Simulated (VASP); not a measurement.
Rb, 1 atom in the cell. The structure is tetragonal, space group I4/mmm (No. 139). Conventional cell: a = 6.479 Å, b = 6.479 Å, c = 4.211 Å, α = 90.00°, β = 90.00°, γ = 90.00°. Within 5.5 Å of Rb (site symmetry 4/mmm) lie 10 Rb at 4.21 to 5.04 Å.  This cell differs from its parent crystal: ratio of the length along z to the lengths across it x 0.65, volume and fractional coordinates fixed.

```yaml
Program: VASP 6.6.1
Task: single point
Functional: PBEsol
Potentials_or_basis: VASP PAW PBE potentials, release 64 (Rb_sv)
Cutoff: 520 eV
k_mesh: 14 × 14 × 14
Occupations: gaussian, width 0.15 eV
Spin: no spin polarisation
Dipole_correction: no
Further_INCAR_settings: ALGO = Fast; EDIFF = 1e-06; NBANDS = 10
```

Potentials or basis: VASP PAW PBE potentials, release 64 (Rb_sv).

Command:

```bash
$ cat potpaw_PBE.64/Rb_sv/POTCAR > POTCAR
$ mpirun -np 1 vasp_std > vasp.out
```

Hardware: 1 thread of Intel(R) Xeon(R) 6975P-C (Granite Rapids), with other jobs on the host.

Question: How long does it take, and how much memory?

Answer: Wall time 84 s on 1 thread of Intel(R) Xeon(R) 6975P-C (Granite Rapids), with other jobs on the host, peak memory 0.37 GiB. Counts: scf iterations 11, k points 244.
